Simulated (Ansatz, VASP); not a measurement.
Given: the input of a run of VASP 6.6.1 on Fe.

The input INCAR:

```
SYSTEM = Fe
  ALGO = Normal
  EDIFF = 1E-6
  ENCUT = 520
  GGA = PE
  ISIF = 2
  ISMEAR = -1
  ISPIN = 2
  LASPH = .TRUE.
  LCHARG = .FALSE.
  LMAXMIX = 4
  LORBIT = 11
  LREAL = .FALSE.
  LWAVE = .FALSE.
  MAGMOM = 3
  NBANDS = 14
  NELM = 150
  PREC = Accurate
  SIGMA = 0.05
```

Contents of KPOINTS:

```
k-points
0
G
  13 13 13
  0 0 0
```

POSCAR

```
Fe
1.0
    0.0000000000      1.9154967481      1.9385464314
    1.4781880421      0.0000000000      1.9385464314
    1.4781880421      1.9154967481      0.0000000000
Fe
1
Direct
    0.0000000000      0.0000000000      0.0000000000
```

Potentials or basis: VASP PAW PBE potentials, release 64 (Fe).

The run is started by

```bash
$ cat potpaw_PBE.64/Fe/POTCAR > POTCAR
$ mpirun -np 1 vasp_std > vasp.out
```

Question: Translate it to Ansatz 0.2.0. Potentials there: all-electron LAPW, scalar-relativistic.

Answer: As run (the cutoff follows the program's own potentials):

File input.yaml:

```yaml
crystal:
  lattice:
    - [0.0, 1.9154967481, 1.9385464314]
    - [1.4781880421, 0.0, 1.9385464314]
    - [1.4781880421, 1.9154967481, 0.0]
  atoms:
    - { symbol: Fe, position: [0.0, 0.0, 0.0], spin: 3.0 }
kpoints:
  mp_grid: { grid: [13, 13, 13] }
scf:
  occupations: { method: fermi_dirac, width: 0.05 }
hamiltonian:
  xc: pbe
  pseudopotentials: { kind: all_electron, lapw: { basis_error: 0.0005 } }
magnetization:
  spin_polarized: true
output:
  forces: true
  stress: true
  eigenvalues: true
```

Potentials or basis: all-electron LAPW, scalar-relativistic.

The run is started by

```sh
$ ansatz run input.yaml --threads 2 --pin off --max-ram 6144MiB --backend cpu --events-out ev --progress --plain --runs-dir out
```

Both were run:

|  | VASP | Ansatz | Ansatz less VASP |
| --- | --- | --- | --- |
| gap on the k mesh at the Fermi level (eV) | none | none | - |
| pressure (GPa) | 6.9 | 7.0 | +0.06 |
| traceless stress, the component that is largest in VASP (GPa) | -6.73 | -6.91 | -0.182 |
| net moment per atom (μB) | 2.11 | 2.09 | -0.020 |
| size of the moment on the site where the two differ most (μB) | 2.10 | 2.14 | +0.038 |

Site moments also hang on the region over which each program counts them. A gap of «none» marks a metal or a gap that the smearing closes. Ansatz ran all-electron here, and VASP with PAW potentials.
